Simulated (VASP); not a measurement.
A run of VASP 6.6.1 is set up as follows.

The input INCAR:

```
PREC = Accurate ; ENCUT = 600
EDIFF = 1E-6 ; ISMEAR = -1
SIGMA = 0.05 ; LREAL = False
LASPH = True ; NELM = 80
ALGO = Normal ; ISIF = 3
LWAVE = False ; LCHARG = False
GGA = PE ; IBRION = 2
NSW = 100 ; EDIFFG = -0.003
```

The input KPOINTS:

```
regular mesh
0
Gamma
  20 20 9
```

File POSCAR:

```
Cd
1.0
    2.9788700000      0.0000000000      0.0000000000
   -1.4894350000      2.5797770946      0.0000000000
    0.0000000000      0.0000000000      5.6176500000
Cd
2
Direct
    0.3333333333      0.6666666667      0.2500000000
    0.6666666667      0.3333333333      0.7500000000
```

Potentials or basis: VASP PAW PBE potentials, release 64 (Cd).

Command:

```console
$ cat potpaw_PBE.64/Cd/POTCAR > POTCAR
$ mpirun -np 1 vasp_std > vasp.out
```

What does it give for the relaxed cell?

a = 3.011 Å, b = 3.011 Å, c = 5.894 Å, α = 90.00°, β = 90.00°, γ = 120.00°.

Predict the relaxed volume.

23.14 Å³/atom.

Predict the space group after relaxing (to 0.1 Å).

P6_3/mmc (No. 194).

Predict the band gap on the k mesh.

zero (bands 12 and 13 overlap by 4.20 eV).

Final structure:
```
Cd
1.0
     3.01112    0.00000    0.00000
    -1.50556    2.60771    0.00000
     0.00000    0.00000    5.89432
Cd
2
Direct
  0.33333 0.66667 0.25000
  0.66667 0.33333 0.75000
```

PBE usually gives volumes a little too large and moduli too small. Zero-point motion and thermal expansion aren't in these numbers.
